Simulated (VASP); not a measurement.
A run of VASP 6.6.1 is set up as follows.

INCAR

```
SYSTEM = MgS
ALGO = Normal
EDIFF = 1E-7
ENCUT = 520
GGA = PE
ISIF = 2
ISMEAR = -1
LASPH = .True.
LCHARG = .False.
LREAL = .False.
LWAVE = .False.
NBANDS = 11
NELM = 80
PREC = Accurate
SIGMA = 0.02
```

Contents of KPOINTS:

```
k-points
0
Gamma
  8 8 8
  0 0 0
```

POSCAR

```
MgS
1.0
   -0.0326539317      2.8265316779      2.8265316779
    2.8265316779     -0.0326539317      2.8265316779
    2.8265316779      2.8265316779     -0.0326539317
Mg S
1 1
Direct
   -0.0010537180     -0.0010537180     -0.0010537180
    0.2510537180      0.2510537180      0.2510537180
```

Potentials or basis: VASP PAW PBE potentials, release 64 (Mg, S).

Run with:

```bash
$ cat potpaw_PBE.64/Mg/POTCAR potpaw_PBE.64/S/POTCAR > POTCAR
$ mpirun -np 1 vasp_std > vasp.out
```

Task: Estimate the largest force.

Result: 0.005 eV/Å.

Task: What does it give for the pressure?

Result: 0.2 GPa.

Task: What does it give for the band gap on the k mesh?

Result: 3.33 eV, direct.

Stress tensor (GPa, compression positive):
```
0.19 0.35 0.35
0.35 0.19 0.35
0.35 0.35 0.19
```

Caveat: the cell differs from its parent crystal (epitaxial 111 strain +1.0%).
